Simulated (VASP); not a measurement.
# Cu (Fm-3m) in VASP: further runs, part 2 of 3

VASP 6.6.1. Earlier steps stand in the parts before.

### Step 3. Single point, revPBE

This run uses another cell than the first one, of 12.52 Å³/atom, 1.019 times its volume.

File INCAR:

```
PREC = Accurate ; ENCUT = 520
EDIFF = 1E-6 ; ISMEAR = -1
SIGMA = 0.05 ; LREAL = F
LASPH = T ; NELM = 60
ALGO = Normal ; ISIF = 2
LWAVE = F ; LCHARG = F
GGA = RE ; NBANDS = 12
```

File KPOINTS:

```
Automatic mesh
0
Gamma
  13 13 13
```

File POSCAR:

```
Cu
1.0
    0.0000000000      1.8429501765      1.8429501765
    1.8429501765      0.0000000000      1.8429501765
    1.8429501765      1.8429501765      0.0000000000
Cu
1
Direct
    0.0000000000      0.0000000000      0.0000000000
```

Potentials or basis: VASP PAW PBE potentials, release 64 (Cu).

Run with:

```bash
> cat potpaw_PBE.64/Cu/POTCAR > POTCAR
> mpirun -np 1 vasp_std > vasp.out
```

OUTCAR:

```text
PREC = Accurate
   ENCUT = 520
   EDIFF = 1E-6
   ISMEAR = -1
   LREAL = F
   LASPH = T
   NELM = 60
   ISIF = 2
   GGA = RE

 ion  position               nearest neighbor table
   1  0.000  0.000  0.000-

  LATTYP: Found a face centered cubic cell.
 ALAT       =     3.6859003530

  Lattice vectors:

 A1 = (   0.0000000000,   1.8429501765,   1.8429501765)
 A2 = (   1.8429501765,   0.0000000000,   1.8429501765)
 A3 = (   1.8429501765,   1.8429501765,   0.0000000000)

Analysis of symmetry for initial positions (statically):
=====================================================================
 Subroutine PRICEL returns:
 Original cell was already a primitive cell.

 Routine SETGRP: Setting up the symmetry group for a
 face centered cubic supercell.

 Subroutine GETGRP returns: Found 48 space group operations
[... 9 lines left out ...]

 Routine SETGRP: Setting up the symmetry group for a
 face centered cubic supercell.

 Subroutine GETGRP returns: Found 48 space group operations
[... 11 lines left out ...]
                                     Primitive cell

  volume of cell :      12.5190

  direct lattice vectors                    reciprocal lattice vectors
     0.000000000  1.842950177  1.842950177    -0.271304133  0.271304133  0.271304133
     1.842950177  0.000000000  1.842950177     0.271304133 -0.271304133  0.271304133
     1.842950177  1.842950177  0.000000000     0.271304133  0.271304133 -0.271304133

  length of vectors
     2.606325134  2.606325134  2.606325134     0.469912543  0.469912543  0.469912543

  position of ions in fractional coordinates (direct lattice)
     0.000000000  0.000000000  0.000000000

  ion indices of the primitive-cell ions
   primitive index   ion index
                 1           1

----------------------------------------------------------------------------------------

 KPOINTS: Automatic mesh

Automatic generation of k-mesh.
 Grid dimensions read from file:
 generate k-points for:   13   13   13

 Generating k-lattice:

  Cartesian coordinates                     Fractional coordinates (reciprocal lattice)
    -0.020869549  0.020869549  0.020869549     0.076923077  0.000000000  0.000000000
     0.020869549 -0.020869549  0.020869549     0.000000000  0.076923077  0.000000000
     0.020869549  0.020869549 -0.020869549     0.000000000  0.000000000  0.076923077

  Length of vectors
     0.036147119  0.036147119  0.036147119

  Shift w.r.t. Gamma in fractional coordinates (k-lattice)
     0.000000000  0.000000000  0.000000000

 Subroutine IBZKPT returns following result:
 ===========================================

 Found     84 irreducible k-points:

 Following reciprocal coordinates:
            Coordinates               Weight
  0.000000  0.000000  0.000000      1.000000
  0.076923  0.000000  0.000000      8.000000
  0.153846  0.000000  0.000000      8.000000
  0.230769  0.000000  0.000000      8.000000
  0.307692  0.000000  0.000000      8.000000
  0.384615  0.000000  0.000000      8.000000
[... 16 lines left out ...]
  0.384615  0.153846  0.000000     24.000000
  0.461538  0.153846  0.000000     24.000000
 [... further k-points ...]
   k-points           NKPTS =     84   k-points in BZ     NKDIM =     84   number of bands    NBANDS=     12
   number of dos      NEDOS =    301   number of ions     NIONS =      1
   total plane-waves  NPLWV =   8000
   dimension x,y,z NGX =    20 NGY =   20 NGZ =   20
   dimension x,y,z NGXF=    40 NGYF=   40 NGZF=   40
   ions per type =               1
   NGX,Y,Z   is equivalent  to a cutoff of  12.76, 12.76, 12.76 a.u.
   NGXF,Y,Z  is equivalent  to a cutoff of  25.51, 25.51, 25.51 a.u.
 SYSTEM =  unknown system
   PREC   = accura    normal or accurate (medium, high low for compatibility)
   ISTART =      0    job   : 0-new  1-cont  2-samecut
   ICHARG =      2    charge: 1-file 2-atom 10-const
   ISPIN  =      1    spin polarized calculation?
   LNONCOLLINEAR =      F non collinear calculations
   LSORBIT =      F    spin-orbit coupling
   LASPH  =      T    aspherical Exc in radial PAW
   ENCUT  =  520.0 eV  38.22 Ry    6.18 a.u.   4.85  4.85  4.85*2*pi/ulx,y,z
   NELM   =     60;   NELMIN=  2; NELMDL= -5     # of ELM steps
   EDIFF  = 0.1E-05   stopping-criterion for ELM
   LREAL  =      F    real-space projection
   EDIFFG = 0.1E-04   stopping-criterion for IOM
   NSW    =      0    number of steps for IOM
   IBRION =     -1    ionic relax: 0-MD 1-quasi-New 2-CG
   NFREE  =      0    steps in history (QN), initial steepest desc. (CG)
   ISIF   =      2    stress and relaxation
   ISYM   =      2    0-nonsym 1-usesym 2-fastsym
   POTIM  = 0.5000    time-step for ionic-motion
   TEBEG  =    0.0;   TEEND  =   0.0 temperature during run
   PSTRESS=    0.0 pullay stress
   NELECT =      11.0000    total number of electrons
   NUPDOWN=      -1.0000    fix difference up-down
   EMIN   =  10.00;   EMAX   =-10.00  energy-range for DOS
   EFERMI =   0.00;   METHOD = LEGACY
   ISMEAR =    -1;   SIGMA  =   0.05  broadening in eV -4-tet -1-fermi 0-gaus
   EFERMI_NEDOS =   21; number of points for ismear=-14 and -15
   IALGO  =     38    algorithm
   IMIX   =      4    mixing-type and parameters
     AMIX     =   0.40;   BMIX     =  1.00
     AMIX_MAG =   1.60;   BMIX_MAG =  1.00
  volume/ion in A,a.u.               =      12.52        84.48
  Fermi-wavevector in a.u.,A,eV,Ry     =   1.568010  2.963109 33.452033  2.458655
  Thomas-Fermi vector in A             =   2.670105
   LORBIT       =      0    0 simple, 1 ext, 2 COOP (PROOUT), +10 PAW based schemes
   GGA     = RE    functional components
   LHFCALC =     F    Hartree Fock is set to
   AEXX    =    0.0000 exact exchange contribution
   IVDW    =     0    specifies the selected vdW correction
   LEPSILON=     F    determine dielectric tensor
   LRPA    =     F    only Hartree local field effects (RPA)
 non-spin polarized calculation
  energy-cutoff  :      520.00
  volume of cell :       12.52
 maximum number of plane-waves:       343
   NGX =  9   NGY =  9   NGZ =  9

 number of electron      10.9999987 magnetization

 Free energy of the ion-electron system (eV)
  ---------------------------------------------------
  ext. energy  EPLUGINS =         0.00000000
  ---------------------------------------------------
  free energy    TOTEN  =        -3.35179069 eV

  energy without entropy =       -3.34899891  energy(sigma->0) =       -3.35039480

 E-fermi :   7.1621     XC(G=0): -12.2908

 val. band max:        6.9715612593   @ k =   0.4615   0.2308   0.0000
 cond. band min:       7.1811550512   @ k =   0.4615   0.3077   0.0000
 fundamental gap:      0.2095937918
 Fermi energy:         7.1620648849

 k-point     1 :       0.0000    0.0000    0.0000
  band No.  band energies     occupation
      1      -1.9108      2.00000
      2       4.1414      2.00000
      3       4.1414      2.00000
      4       4.1414      2.00000
      5       4.8892      2.00000
      6       4.8892      2.00000
      7      29.0813      0.00000
      8      31.3530      0.00000
      9      31.3530      0.00000
     10      31.3530      0.00000
     11      33.7823      0.00000
     12      33.7823      0.00000

 k-point     2 :       0.0769    0.0000    0.0000
  band No.  band energies     occupation
      1      -1.7044      2.00000
      2       4.1008      2.00000
      3       4.1778      2.00000
      4       4.1778      2.00000
      5       4.8756      2.00000
      6       4.8756      2.00000
      7      27.5219      0.00000
      8      29.8364      0.00000
      9      30.7455      0.00000
     10      30.7455      0.00000
     11      34.6909      0.00000
     12      34.6909      0.00000

 k-point     3 :       0.1538    0.0000    0.0000
  band No.  band energies     occupation
      1      -1.0984      2.00000
      2       4.0020      2.00000
      3       4.2565      2.00000
      4       4.2565      2.00000
      5       4.8632      2.00000
      6       4.8632      2.00000
      7      23.7067      0.00000
      8      29.4730      0.00000
      9      29.8404      0.00000
     10      29.8404      0.00000
     11      35.6651      0.00000
     12      36.1608      0.00000
[... 286 lines left out ...]
 k-point    23 :       0.3846    0.1538    0.0000
  band No.  band energies     occupation
      1       1.8732      2.00000
      2       3.6732      2.00000
      3       4.0966      2.00000
      4       4.4620      2.00000
      5       5.3389      2.00000
      6       5.6236      2.00000
      7      15.8043      0.00000
      8      24.3580      0.00000
      9      24.6672      0.00000
     10      26.8047      0.00000
     11      35.3582      0.00000
     12      36.9728      0.00000

 k-point    24 :       0.4615    0.1538    0.0000
  band No.  band energies     occupation
      1       2.4763      2.00000
      2       3.8266      2.00000
      3       4.1593      2.00000
      4       4.3935      2.00000
      5       5.4230      2.00000
      6       6.6740      1.99988
      7      12.7925      0.00000
      8      23.2813      0.00000
      9      24.5341      0.00000
     10      26.6997      0.00000
     11      36.1350      0.00000
     12      36.3025      0.00000

 [... further k-points ...]
[... 5 lines left out ...]
  --------------------------------------------------------------------------------------
  -------------------------------------------------------------------------------------
  Total       -0.1636309     -0.1636309     -0.1636309     -0.0000000     -0.0000000      0.0000000
  in kB      -20.9413674    -20.9413674    -20.9413674     -0.0000000     -0.0000000      0.0000000
  external PRESSURE =     -20.9413674 kB  Pullay stress =       0.0000000 kB

 VOLUME and BASIS-vectors are now :
 -----------------------------------------------------------------------------
  energy-cutoff  :      520.00
  volume of cell :       12.52
      direct lattice vectors                 reciprocal lattice vectors
     0.000000000  1.842950177  1.842950177    -0.271304133  0.271304133  0.271304133
     1.842950177  0.000000000  1.842950177     0.271304133 -0.271304133  0.271304133
     1.842950177  1.842950177  0.000000000     0.271304133  0.271304133 -0.271304133

 POSITION                                       TOTAL-FORCE (eV/Angst)
 -----------------------------------------------------------------------------------
      0.00000      0.00000      0.00000        -0.000000     -0.000000     -0.000000
 -----------------------------------------------------------------------------------
    total drift:                                0.000000      0.000000      0.000000

  FREE ENERGIE OF THE ION-ELECTRON SYSTEM (eV)
  ---------------------------------------------------
  free  energy   TOTEN  =        -3.3517906867 eV

  energy  without entropy=       -3.3489989058  energy(sigma->0) =       -3.35039480
```

It took 5.9 s on 1 thread of Intel Xeon 6975P-C (Granite Rapids), shared host; peak memory 0.12 GiB.

What came out:

* Free energy: -3.3518 eV
* Pressure: -2.1 GPa

Caveat: the PAW data sets were made with another functional, which shifts forces and pressure a little.

### Step 4. Single point, BLYP+D3(BJ)

This run uses another cell than the first one, of 11.12 Å³/atom, 0.905 times its volume.

File INCAR:

```
SYSTEM = Cu
PREC = Accurate
ENCUT = 520
EDIFF = 1E-6
ISMEAR = -1
SIGMA = 0.05
LREAL = .False.
LASPH = .True.
NELM = 100
ALGO = Normal
ISIF = 2
LWAVE = .False.
LCHARG = .True.
GGA = B5
ALDAX = 1.0
AGGAX = 1.0
AGGAC = 1.0
ALDAC = 0.0
IVDW = 12
VDW_S6 = 1.0
VDW_S8 = 2.6996
VDW_A1 = 0.4298
VDW_A2 = 4.2359
LELF = .True.
LVHAR = .True.
NBANDS = 12
```

File KPOINTS:

```
regular mesh
0
Gamma
  13 13 13
  0 0 0
```

File POSCAR:

```
Cu
1.0
    0.0000000000      1.7714421187      1.7714421187
    1.7714421187      0.0000000000      1.7714421187
    1.7714421187      1.7714421187      0.0000000000
Cu
1
Direct
    0.0000000000      0.0000000000      0.0000000000
```

Run with:

```bash
> cat potpaw_PBE.64/Cu/POTCAR > POTCAR
> mpirun -np 1 vasp_std > vasp.out
```

Run time: 25 s. Hardware: 1 thread of AMD EPYC 7R43 (Zen 3), shared host; peak memory 0.1 GiB.

Results (log left out):

| Item | Value |
| --- | --- |
| Free energy | -4.2897 eV |
| Pressure | 0.7 GPa |
| Dispersion energy per atom | -1.405 eV |

Levels at points of the mesh, in eV from the Fermi level:
```csv
k point,band 3,band 4,band 5,band 6,band 7,band 8,band 9,band 10
"(0.00, 0.00, 0.00)",-3.54,-3.54,-2.65,-2.65,23.19,25.95,25.95,25.95
```

Caveat: the PAW data sets were made with another functional, which shifts forces and pressure a little; pairwise dispersion overbinds metals, which lowers pressure and volume.

[end of part 2 of 3]
